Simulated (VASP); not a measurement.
Input of a VASP 6.6.1 run:

File INCAR:

```
SYSTEM = Li
PREC = Accurate ; ENCUT = 600
EDIFF = 1E-8 ; ISMEAR = -1
SIGMA = 0.05 ; LREAL = .False.
LASPH = .True. ; NELM = 100
ALGO = Normal ; ISIF = 3
LWAVE = .False. ; LCHARG = .True.
GGA = PS ; NBANDS = 8
IBRION = 6 ; NFREE = 2
POTIM = 0.015 ; NSW = 1
```

The input KPOINTS:

```
regular mesh
0
Gamma
  22 22 22
  0 0 0
```

File POSCAR:

```
Li
1.0
    0.0000000000      1.9504029614      1.9504029614
    1.9504029614      0.0000000000      1.9504029614
    1.9504029614      1.9504029614      0.0000000000
Li
1
Direct
    0.0000000000      0.0000000000      0.0000000000
```

Potentials or basis: VASP PAW PBE potentials, release 64 (Li_sv).

The run is started by

```console
$ cat potpaw_PBE.64/Li_sv/POTCAR > POTCAR
$ mpirun -np 1 vasp_std > vasp.out
```

(1) What does it give for the elastic constants C11, C12, C44?

(2) What does it give for the Voigt bulk modulus?

## Answers

(1) 33, 23, 13 GPa.

(2) 26 GPa.

Caveat: the cell is under stress, which shifts elastic constants; the cutoff is under 1.25 times the usual one of these potentials, so pressure, stress and relaxed cells hold a basis-set (Pulay) error; the PAW data sets were made with another functional, which shifts forces and pressure a little.
